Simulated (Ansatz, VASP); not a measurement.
One calculation of CsBr, two programs

```
Cs Br
1.0
     4.31938    0.00000    0.00000
     0.00000    4.31938    0.00000
     0.00000    0.00000    4.31938
Cs Br
1 1
Direct
  0.00000 0.00000 0.00000
  0.50000 0.50000 0.50000
```

Alike in both runs: task single point; functional PBE-based screened hybrid with a share of 0.05 of exact exchange and HFSCREEN = 0.3; k mesh 4 × 4 × 4; no spin polarisation.

```csv
,VASP,Ansatz
version,VASP 6.6.1,Ansatz 0.2.0
potentials or method,"VASP PAW PBE potentials, release 64 (Cs_sv, Br)",plane waves
plane-wave cutoff (eV),400,420
occupations,"gaussian, width 0.01 eV",fixed
valence electrons in the cell,16,16
```

```tsv
	VASP	Ansatz	Ansatz less VASP
gap on the k mesh at the Fermi level (eV)	4.61	4.62	+0.013
pressure (GPa)	0.6	0.6	+0.01
```

VASP's potentials were made for PBE, not for PBE-based screened hybrid. Ansatz's warnings: stress exchange threshold loose, stress scf threshold loose.

Neither program's run includes spin-orbit coupling.
